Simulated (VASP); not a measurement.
TaN, 6 atoms in the cell. The structure is hexagonal, space group P-62m (No. 189). The conventional cell has a = 5.054 Å, b = 5.054 Å, c = 2.831 Å, α = 90.00°, β = 90.00°, γ = 120.00°. Within 3.0 Å of Ta (site symmetry -6) lie 6 N at 2.10 Å and 5 Ta at 2.83 to 2.92 Å. Ta (site symmetry -62m) has 3 N at 1.99 Å within 2.6 Å. Within 2.7 Å of N (site symmetry m2m) lie 5 Ta at 1.99 to 2.10 Å and 4 N at 2.70 Å. 

* Program: VASP 6.6.1
* Task: single point
* Functional: r2SCAN
* Dispersion: D3(BJ)
* Potentials or basis: VASP PAW PBE potentials, release 64 (Ta_pv, N)
* Cutoff: 520 eV
* k mesh: 5 × 5 × 8
* Occupations: fermi-dirac, width 0.1 eV
* Spin: no spin polarisation
* Dipole correction: no
* Further INCAR settings: ALGO = Normal; EDIFF = 1e-06; NBANDS = 33

Potentials or basis: VASP PAW PBE potentials, release 64 (Ta_pv, N).

The run is started by

```sh
$ cat potpaw_PBE.64/Ta_pv/POTCAR potpaw_PBE.64/N/POTCAR > POTCAR
$ cp INCAR.step1 INCAR
$ mpirun -np 1 vasp_std > vasp.out
$ cp INCAR.step2 INCAR
$ mpirun -np 1 vasp_std > vasp.out
```

Hardware: 1 thread of AMD EPYC 9R45 96-Core Processor (Zen 5) (shared host).

Q: How long does it take, and how much memory?

A: It took 2.4 min on 1 thread of AMD EPYC 9R45 96-Core Processor (Zen 5) (shared host), peak memory 0.19 GiB. Counts: k points 25.
